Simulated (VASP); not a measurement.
# BN (I-4m2) in VASP: further runs, part 3 of 3

VASP 6.6.1. Earlier steps stand in the parts before.

### 6 Single point, PBE

This run uses another cell than the first one, of the same volume but with other edges.

File INCAR:

```
PREC = Accurate
ENCUT = 520
EDIFF = 1E-6
ISMEAR = 0
SIGMA = 0.05
LREAL = False
LASPH = True
NELM = 100
ALGO = Normal
ISIF = 2
LWAVE = False
LCHARG = True
GGA = PE
LELF = True
LVHAR = True
NBANDS = 11
```

File KPOINTS:

```
Automatic mesh
0
Gamma
  12 12 12
```

File POSCAR:

```
BN
1.0
    0.0000000000      1.5832322553      2.3748483829
    1.5832322553      0.0000000000      2.3748483829
    1.5832322553      1.5832322553      0.0000000000
B N
1 1
Direct
    0.0000000000      0.0000000000      0.0000000000
    0.7500000000      0.7500000000      0.7500000000
```

Potentials or basis: VASP PAW PBE potentials, release 64 (B, N).

Command:

```sh
cat potpaw_PBE.64/B/POTCAR potpaw_PBE.64/N/POTCAR > POTCAR
mpirun -np 1 vasp_std > vasp.out
```

OUTCAR:

```text
PREC = Accurate
   ENCUT = 520
   EDIFF = 1E-6
   ISMEAR = 0
   LREAL = False
   LASPH = True
   NELM = 100
   ISIF = 2
   GGA = PE

 ion  position               nearest neighbor table
   1  0.000  0.000  0.000-   2 1.63   2 1.63   2 1.63   2 1.63
   2  0.750  0.750  0.750-   1 1.63   1 1.63   1 1.63   1 1.63

  LATTYP: Found a body centered tetragonal cell.
 ALAT       =     2.2390285278
 C/A-ratio  =     2.1213203435

  Lattice vectors:

 A1 = (  -1.5832322553,   0.0000000000,   2.3748483829)
 A2 = (   1.5832322553,   0.0000000000,   2.3748483829)
 A3 = (   0.0000000000,   1.5832322553,  -2.3748483829)

Analysis of symmetry for initial positions (statically):
=====================================================================
 Subroutine PRICEL returns:
 Original cell was already a primitive cell.

 Routine SETGRP: Setting up the symmetry group for a
 body centered tetragonal supercell.

 Subroutine GETGRP returns: Found  8 space group operations
 (whereof  8 operations were pure point group operations)
 out of a pool of 16 trial point group operations.

The static configuration has the point symmetry D_2d.

Analysis of symmetry for dynamics (positions and initial velocities):
=====================================================================
 Subroutine PRICEL returns:
 Original cell was already a primitive cell.

 Routine SETGRP: Setting up the symmetry group for a
 body centered tetragonal supercell.

 Subroutine GETGRP returns: Found  8 space group operations
 (whereof  8 operations were pure point group operations)
 out of a pool of 16 trial point group operations.

The dynamic configuration has the point symmetry D_2d.

 Subroutine INISYM returns: Found  8 space group operations
 (whereof  8 operations are pure point group operations),
 and found     1 'primitive' translations

----------------------------------------------------------------------------------------

                                     Primitive cell

  volume of cell :      11.9057

  direct lattice vectors                    reciprocal lattice vectors
     0.000000000  1.583232255  2.374848383    -0.315809635  0.315809635  0.210539756
     1.583232255  0.000000000  2.374848383     0.315809635 -0.315809635  0.210539756
     1.583232255  1.583232255  0.000000000     0.315809635  0.315809635 -0.210539756

  length of vectors
     2.854212539  2.854212539  2.239028528     0.493759496  0.493759496  0.493759496

  position of ions in fractional coordinates (direct lattice)
     0.000000000  0.000000000  0.000000000
     0.750000000  0.750000000  0.750000000

  ion indices of the primitive-cell ions
   primitive index   ion index
                 1           1
                 2           2

----------------------------------------------------------------------------------------

 KPOINTS: Automatic mesh

Automatic generation of k-mesh.
 Grid dimensions read from file:
 generate k-points for:   12   12   12

 Generating k-lattice:

  Cartesian coordinates                     Fractional coordinates (reciprocal lattice)
    -0.026317470  0.026317470  0.017544980     0.083333333 -0.000000000  0.000000000
     0.026317470 -0.026317470  0.017544980    -0.000000000  0.083333333  0.000000000
     0.026317470  0.026317470 -0.017544980     0.000000000  0.000000000  0.083333333

  Length of vectors
     0.041146625  0.041146625  0.041146625

  Shift w.r.t. Gamma in fractional coordinates (k-lattice)
     0.000000000  0.000000000  0.000000000

 Subroutine IBZKPT returns following result:
 ===========================================

 Found    163 irreducible k-points:

 Following reciprocal coordinates:
            Coordinates               Weight
  0.000000  0.000000  0.000000      1.000000
  0.083333  0.000000  0.000000      8.000000
  0.166667 -0.000000  0.000000      8.000000
  0.250000 -0.000000  0.000000      8.000000
  0.333333  0.000000  0.000000      8.000000
  0.416667 -0.000000  0.000000      8.000000
[... 16 lines left out ...]
  0.500000  0.166667  0.000000      8.000000
 -0.416667  0.166667  0.000000      8.000000
 [... further k-points ...]
   k-points           NKPTS =    163   k-points in BZ     NKDIM =    163   number of bands    NBANDS=     11
   number of dos      NEDOS =    301   number of ions     NIONS =      2
   total plane-waves  NPLWV =  10368
   dimension x,y,z NGX =    24 NGY =   24 NGZ =   18
   dimension x,y,z NGXF=    48 NGYF=   48 NGZF=   36
   ions per type =               1   1
   NGX,Y,Z   is equivalent  to a cutoff of  13.98, 13.98, 13.36 a.u.
   NGXF,Y,Z  is equivalent  to a cutoff of  27.96, 27.96, 26.73 a.u.
 SYSTEM =  unknown system
   PREC   = accura    normal or accurate (medium, high low for compatibility)
   ISTART =      0    job   : 0-new  1-cont  2-samecut
   ICHARG =      2    charge: 1-file 2-atom 10-const
   ISPIN  =      1    spin polarized calculation?
   LNONCOLLINEAR =      F non collinear calculations
   LSORBIT =      F    spin-orbit coupling
   LASPH  =      T    aspherical Exc in radial PAW
   ENCUT  =  520.0 eV  38.22 Ry    6.18 a.u.   5.31  5.31  4.16*2*pi/ulx,y,z
   NELM   =    100;   NELMIN=  2; NELMDL= -5     # of ELM steps
   EDIFF  = 0.1E-05   stopping-criterion for ELM
   LREAL  =      F    real-space projection
   EDIFFG = 0.1E-04   stopping-criterion for IOM
   NSW    =      0    number of steps for IOM
   IBRION =     -1    ionic relax: 0-MD 1-quasi-New 2-CG
   NFREE  =      0    steps in history (QN), initial steepest desc. (CG)
   ISIF   =      2    stress and relaxation
   ISYM   =      2    0-nonsym 1-usesym 2-fastsym
   POTIM  = 0.5000    time-step for ionic-motion
   TEBEG  =    0.0;   TEEND  =   0.0 temperature during run
   PSTRESS=    0.0 pullay stress
   NELECT =       8.0000    total number of electrons
   NUPDOWN=      -1.0000    fix difference up-down
   EMIN   =  10.00;   EMAX   =-10.00  energy-range for DOS
   EFERMI =   0.00;   METHOD = LEGACY
   ISMEAR =     0;   SIGMA  =   0.05  broadening in eV -4-tet -1-fermi 0-gaus
   EFERMI_NEDOS =   21; number of points for ismear=-14 and -15
   IALGO  =     38    algorithm
   IMIX   =      4    mixing-type and parameters
     AMIX     =   0.40;   BMIX     =  1.00
     AMIX_MAG =   1.60;   BMIX_MAG =  1.00
  volume/ion in A,a.u.               =       5.95        40.17
  Fermi-wavevector in a.u.,A,eV,Ry     =   1.433903  2.709684 27.974638  2.056078
  Thomas-Fermi vector in A             =   2.553370
   LORBIT       =      0    0 simple, 1 ext, 2 COOP (PROOUT), +10 PAW based schemes
   GGA     = PE    functional components
   LHFCALC =     F    Hartree Fock is set to
   AEXX    =    0.0000 exact exchange contribution
   IVDW    =     0    specifies the selected vdW correction
   LEPSILON=     F    determine dielectric tensor
   LRPA    =     F    only Hartree local field effects (RPA)
 non-spin polarized calculation
 Gauss-broadening in eV      SIGMA  =   0.05
  energy-cutoff  :      520.00
  volume of cell :       11.91
 maximum number of plane-waves:       332
 NGX is ok and might be reduce to    24

 number of electron       7.9999999 magnetization

 Free energy of the ion-electron system (eV)
  ---------------------------------------------------
  ext. energy  EPLUGINS =         0.00000000
  ---------------------------------------------------
  free energy    TOTEN  =       -14.09841914 eV

  energy without entropy =      -14.09828651  energy(sigma->0) =      -14.09835282

 E-fermi :  10.3110     XC(G=0): -12.9525

 val. band max:       10.2744593574   @ k =   0.5000  -0.0000   0.0000
 cond. band min:      10.3395377371   @ k =   0.5000   0.0000   0.5000
 fundamental gap:      0.0650783798
 Fermi energy:        10.3110222683

 k-point     1 :       0.0000    0.0000    0.0000
  band No.  band energies     occupation
      1     -12.4906      2.00000
      2       3.3746      2.00000
      3      10.0113      2.00000
      4      10.0113      2.00000
      5      13.2983      0.00000
      6      16.7421      0.00000
      7      16.7421      0.00000
      8      19.4779      0.00000
      9      26.2874      0.00000
     10      29.0113      0.00000
     11      33.3448      0.00000
[... 309 lines left out ...]
 k-point    24 :      -0.4167    0.1667    0.0000
  band No.  band energies     occupation
      1      -7.5675      2.00000
      2      -2.1865      2.00000
      3       0.6569      2.00000
      4       9.5300      2.00000
      5      13.1081      0.00000
      6      19.9631      0.00000
      7      20.9039      0.00000
      8      23.3317      0.00000
      9      29.8216      0.00000
     10      32.1893      0.00000
     11      35.6991      0.00000

 [... further k-points ...]
[... 5 lines left out ...]
  --------------------------------------------------------------------------------------
  -------------------------------------------------------------------------------------
  Total        9.6772215      9.6772215    -17.5323939      0.0000000      0.0000000      0.0000000
  in kB     1302.2852451   1302.2852451  -2359.3732991      0.0000000      0.0000000      0.0000000
  external PRESSURE =      81.7323971 kB  Pullay stress =       0.0000000 kB

 VOLUME and BASIS-vectors are now :
 -----------------------------------------------------------------------------
  energy-cutoff  :      520.00
  volume of cell :       11.91
      direct lattice vectors                 reciprocal lattice vectors
     0.000000000  1.583232255  2.374848383    -0.315809635  0.315809635  0.210539756
     1.583232255  0.000000000  2.374848383     0.315809635 -0.315809635  0.210539756
     1.583232255  1.583232255  0.000000000     0.315809635  0.315809635 -0.210539756

 POSITION                                       TOTAL-FORCE (eV/Angst)
 -----------------------------------------------------------------------------------
      0.00000      0.00000      0.00000        -0.000000     -0.000000      0.000000
      2.37485      2.37485      3.56227         0.000000      0.000000     -0.000000
 -----------------------------------------------------------------------------------
    total drift:                               -0.000000     -0.000000      0.000001

  FREE ENERGIE OF THE ION-ELECTRON SYSTEM (eV)
  ---------------------------------------------------
  free  energy   TOTEN  =       -14.0984191385 eV

  energy  without entropy=      -14.0982865089  energy(sigma->0) =      -14.09835282
```

OSZICAR:

```text
N       E                     dE             d eps       ncg     rms          rms(c)
DAV:   1     0.122993500335E+02    0.12299E+02   -0.49883E+03  3693   0.723E+02
DAV:   2    -0.146252523015E+02   -0.26925E+02   -0.25790E+02  4284   0.158E+02
DAV:   3    -0.151921535424E+02   -0.56690E+00   -0.56605E+00  4237   0.197E+01
DAV:   4    -0.151927701640E+02   -0.61662E-03   -0.61661E-03  3901   0.733E-01
DAV:   5    -0.151927706324E+02   -0.46848E-06   -0.46848E-06  4270   0.199E-02    0.694E+00
DAV:   6    -0.141406776408E+02    0.10521E+01   -0.50381E+00  4051   0.117E+01    0.292E+00
DAV:   7    -0.141103038778E+02    0.30374E-01   -0.93845E-02  3913   0.283E+00    0.192E+00
DAV:   8    -0.140985728497E+02    0.11731E-01   -0.29213E-02  4084   0.119E+00    0.145E-01
DAV:   9    -0.140983607544E+02    0.21210E-03   -0.22138E-03  4075   0.297E-01    0.764E-02
DAV:  10    -0.140984156995E+02   -0.54945E-04   -0.15328E-04  3793   0.956E-02    0.110E-02
DAV:  11    -0.140984186713E+02   -0.29718E-05   -0.73316E-06  4213   0.239E-02    0.895E-03
DAV:  12    -0.140984191385E+02   -0.46718E-06   -0.39953E-07  2105   0.579E-03
   1 F= -.14098419E+02 E0= -.14098353E+02  d E =-.132630E-03
```

Run time: 40 s. Hardware: 1 thread of AMD EPYC 7R13, shared host; peak memory 0.11 GiB.

What came out:

```
Free energy            : -14.0984 eV
Pressure               : 8.2 GPa
Band gap on the k mesh : zero (band 4 reaches 10.35 eV, above the bottom of band 5 at 10.27 eV)
```

Stress tensor (GPa, compression positive):
```
 130.23    0.00    0.00
   0.00  130.23    0.00
   0.00    0.00 -235.94
```

Levels at points of the mesh, in eV from the Fermi level:
| k point | band 2 | band 3 | band 4 | band 5 | band 6 | band 7 |
| --- | --- | --- | --- | --- | --- | --- |
| (0.00, 0.00, 0.00) | -6.94 | -0.30 | -0.30 | 2.99 | 6.43 | 6.43 |
| (0.50, 0.00, 0.00) | -12.97 | -7.60 | -0.38 | -0.04 | 9.91 | 10.56 |
| (0.50, 0.50, 0.00) | -14.96 | -2.98 | -2.98 | 7.49 | 11.22 | 12.90 |
| (0.50, 0.00, 0.50) | -9.28 | -8.20 | -8.02 | 0.03 | 4.33 | 8.61 |

### 7 The runs side by side

| cell | gap on the mesh (eV) | pressure (GPa) |
| --- | --- | --- |
| a = 2.497, b = 2.497, c = 2.784 Å, angles 56.1, 56.1, 67.8°, 2 atoms | 1.29 | -1.8 |
| a = 2.724, b = 2.724, c = 2.348 Å, angles 64.5, 64.5, 51.1°, 2 atoms | 1.92 | 1.9 |
| a = 2.532, b = 2.532, c = 2.635 Å, angles 58.6, 58.6, 62.7°, 2 atoms | 3.10 | 0.1 |
| a = 2.495, b = 2.495, c = 2.959 Å, angles 53.6, 53.6, 72.7°, 2 atoms | none | -5.9 |
| a = 2.854, b = 2.854, c = 2.239 Å, angles 66.9, 66.9, 46.2°, 2 atoms | none | 8.2 |

Alike in all rows: task single point; level PBE; potentials or basis VASP PAW PBE potentials, release 64 (B, N); no spin polarisation; k mesh 12 × 12 × 12; cutoff (eV) 520; smearing gaussian 0.05 eV.

Total energies depend on the potentials used, so only differences within one code and one set of settings carry meaning.
